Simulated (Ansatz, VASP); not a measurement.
**Two plane-wave programs on BaF2**

INCAR

```
  PREC = Accurate
  ENCUT = 1350
  EDIFF = 1E-7
  ISMEAR = 0
  SIGMA = 0.01
  LREAL = False
  LASPH = True
  NELM = 120
  ALGO = Normal
  ISIF = 3
  LWAVE = False
  LCHARG = False
  GGA = PE
  IBRION = 2
  NSW = 80
  EDIFFG = -0.01
  GGA_COMPAT = False
  NELMIN = 4
```

File KPOINTS:

```
Automatic mesh
0
Gamma
  5 5 5
```

POSCAR

```
BaF2
1.0
    0.0000000000      3.1000500000      3.1000500000
    3.1000500000      0.0000000000      3.1000500000
    3.1000500000      3.1000500000      0.0000000000
Ba F
1 2
Direct
    0.0000000000      0.0000000000      0.0000000000
    0.2500000000      0.2500000000      0.2500000000
    0.7500000000      0.7500000000      0.7500000000
```

Input for Ansatz:

```yaml
crystal:
  lattice:
    - [0.0, 3.10005, 3.10005]
    - [3.10005, 0.0, 3.10005]
    - [3.10005, 3.10005, 0.0]
  atoms:
    - { symbol: Ba, position: [0.0, 0.0, 0.0] }
    - { symbol: F, position: [0.25, 0.25, 0.25] }
    - { symbol: F, position: [0.75, 0.75, 0.75] }
basis:
  ecutwfc: 470.0
kpoints:
  mp_grid:
    grid: [5, 5, 5]
hamiltonian:
  xc: pbe
  dispersion: none
scf:
  occupations:
    method: fixed
relax:
  f_tol: 0.01
  cell: {}
```

Alike in both runs: task relaxation of cell and atoms; functional PBE; k mesh 5 × 5 × 5; no spin polarisation.

|  | VASP | Ansatz |
| --- | --- | --- |
| version | VASP 6.6.1 | Ansatz 0.2.0 |
| potentials or method | VASP PAW PBE potentials, release 64 (Ba_sv, F_h), cutoff 1350 eV | plane waves, PAW |
| occupations | gaussian, width 0.01 eV | fixed |
| valence electrons in the cell | 24 | 24 |

Ansatz gave:

* relaxed volume (Å³/atom): 20.31
* relaxed length of the cell vector where the two differ most in proportion (Å): 4.417

Problem. What did VASP give for the same quantities?

Solution. Relaxed volume (Å³/atom): 20.61; relaxed length of the cell vector where the two differ most in proportion (Å): 4.439.

Neither program's run includes spin-orbit coupling.
